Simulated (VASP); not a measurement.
A run of VASP 6.6.1 is set up as follows.

INCAR

```
SYSTEM = Li6SiS2N2
  PREC = Accurate
  ENCUT = 650
  EDIFF = 1E-6
  ISMEAR = -1
  SIGMA = 0.1551
  LREAL = Auto
  LASPH = .True.
  NELM = 120
  ALGO = Normal
  ISIF = 2
  LWAVE = .False.
  LCHARG = .False.
  GGA = PE
  IVDW = 12
  NBANDS = 61
  ISYM = -1
  GGA_COMPAT = .False.
```

The input KPOINTS:

```
explicit points
1
Reciprocal
  0.25000000   0.25000000   0.25000000 1
```

The input POSCAR:

```
Li6SiS2N2
1.0
    7.0575940000      0.2300220000     -0.0127870000
    0.2300220000      6.8226690000     -0.2070970000
   -0.0127870000     -0.2070970000      7.0752940000
Si S Li N
2 4 12 4
Direct
    0.3798526308      0.7952409720      0.7099059340
   -0.0115717307      0.6788786784      0.0876244535
   -0.0681848601      0.3744659835      1.0517991057
    0.7994059636      0.8597102174      0.3114878917
    0.8354153599      0.8125425153      0.8483683609
    0.2556341914      0.4896812927      0.4922034789
    0.7148705474      0.4173847537      0.7819474611
    1.2105744734      0.3992217895      0.8063607322
    0.5959232949      0.0594742810      0.0234663063
    0.0221294790      0.2503599424      0.4908245173
    0.7484945579      0.2628195522      0.3023367143
    0.5166999845      0.6036854184      0.0530724917
    1.0574538528      0.7504221960      0.6241949590
    0.5144673659      0.3333921741      0.5892179199
    0.8398990530      0.0896307748      0.7370428782
    0.1343370982      1.0004375903      1.0516425737
    0.7728022882      0.5962955016      0.4396556288
    0.1852899052      0.7543866858      0.3665017343
    0.2658650857      0.9547540917      0.5794384410
    0.7689335565      0.3015439560      0.5623366608
    0.7005182056      0.2899121793      1.0236383773
    0.2225538133      0.7557837014      0.0865985686
```

Potentials or basis: VASP PAW PBE potentials, release 64 (Si, S, Li_sv, N).

Launch:

```sh
$ cat potpaw_PBE.64/Si/POTCAR potpaw_PBE.64/S/POTCAR potpaw_PBE.64/Li_sv/POTCAR potpaw_PBE.64/N/POTCAR > POTCAR
$ mpirun -np 1 vasp_std > vasp.out
```

(1) Estimate the largest force.

(2) Estimate the pressure.

(3) Estimate the dispersion energy per atom.

Answers

(1) 2.972 eV/Å.

(2) -0.4 GPa.

(3) -0.215 eV.

Caveat: the atoms stand as in a frame of molecular dynamics.
